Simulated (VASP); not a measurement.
Wanted: the native input for a VASP 6.6.1 run.

* Task: relaxation of volume and atoms at fixed shape
* Functional: PBEsol
* Potentials or basis: VASP PAW PBE potentials, release 64 (Ti_sv)
* Cutoff: 600 eV
* k mesh: 10 × 10 × 6
* Occupations: methfessel-paxton, width 0.05 eV
* Spin: no spin polarisation
* Dipole correction: no
* Further INCAR settings: ALGO = Normal; EDIFF = 1e-06; IBRION = 2; EDIFFG = -0.02; NSW = 80; ISIF = 8

The structure of Ti lies in POSCAR:

```
Ti
1.0
    2.9500000000      0.0000000000      0.0000000000
   -1.4750000000      2.5547749412      0.0000000000
    0.0000000000      0.0000000000      4.6800000000
Ti
2
Direct
    0.3333333333      0.6666666667      0.2500000000
    0.6666666667      0.3333333333      0.7500000000
```

These files were run (other wordings do the same):

INCAR

```
SYSTEM = Ti
  PREC = Accurate
  ENCUT = 600
  EDIFF = 1E-6
  ISMEAR = 1
  SIGMA = 0.05
  LREAL = .False.
  LASPH = .True.
  NELM = 80
  ALGO = Normal
  ISIF = 8
  LWAVE = .False.
  LCHARG = .False.
  GGA = PS
  IBRION = 2
  NSW = 80
  EDIFFG = -0.02
```

KPOINTS

```
regular mesh
0
Gamma
  10 10 6
  0 0 0
```

Potentials or basis: VASP PAW PBE potentials, release 64 (Ti_sv).

Launch:

```console
$ cat potpaw_PBE.64/Ti_sv/POTCAR > POTCAR
$ mpirun -np 1 vasp_std > vasp.out
```

It gave:

```
Relaxed volume                         : 16.68 Å³/atom
Relaxed cell                           : a = 2.896 Å, b = 2.896 Å, c = 4.594 Å, α = 90.00°, β = 90.00°, γ = 120.00°
Space group after relaxing (to 0.05 Å) : P6_3/mmc (No. 194)
Energy gained by relaxing              : 18.3 meV/atom
Ionic steps                            : 3
Pressure after relaxing                : 0.0 GPa
Band gap on the k mesh                 : zero (band 12 reaches 9.44 eV, above the bottom of band 13 at 8.44 eV)
```

Caveat: the PAW data sets were made with another functional, which shifts forces and pressure a little.

Run time: 2.4 min on 1 thread of AMD EPYC 7R13, with other jobs on the host, peak memory 0.16 GiB.
